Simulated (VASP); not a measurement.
SnO:

```
CELL_PARAMETERS angstrom
0.00000 2.53697 2.53697
2.53697 0.00000 2.53697
2.53697 2.53697 0.00000
ATOMIC_POSITIONS crystal
Sn 0.00000 0.00000 0.00000
O 0.50000 0.50000 0.50000
```

Base run:

```yaml
Program: VASP 6.6.1
Functional: PBE
Potentials_or_basis: VASP PAW PBE potentials, release 64 (Sn_d, O)
Cutoff: 600 eV
k_mesh: 6 × 6 × 6
Occupations: gaussian, width 0.01 eV
Spin: no spin polarisation
```

Its results: band gap on the k mesh 1.05 eV, indirect (least direct gap 1.16 eV); pressure 2.4 GPa.

Question: After a change of settings the same cell gave: band gap on the k mesh 1.05 eV, indirect (least direct gap 1.16 eV); pressure 0.0 GPa. Which change was it?
A. functional from PBE to LDA; potentials or basis from VASP PAW PBE potentials, release 64 (Sn_d, O) to VASP PAW LDA potentials, release 64 (Sn_d, O)
B. occupations from gaussian, width 0.01 eV to methfessel-paxton, width 0.05 eV
C. dispersion from none to D4

Answer: C.

Dispersion adds attraction, which lowers the pressure at fixed volume and, as a term added to the energy, leaves the levels alone.

Caveats: spin-orbit coupling is left out, which moves the levels of the heavy elements.
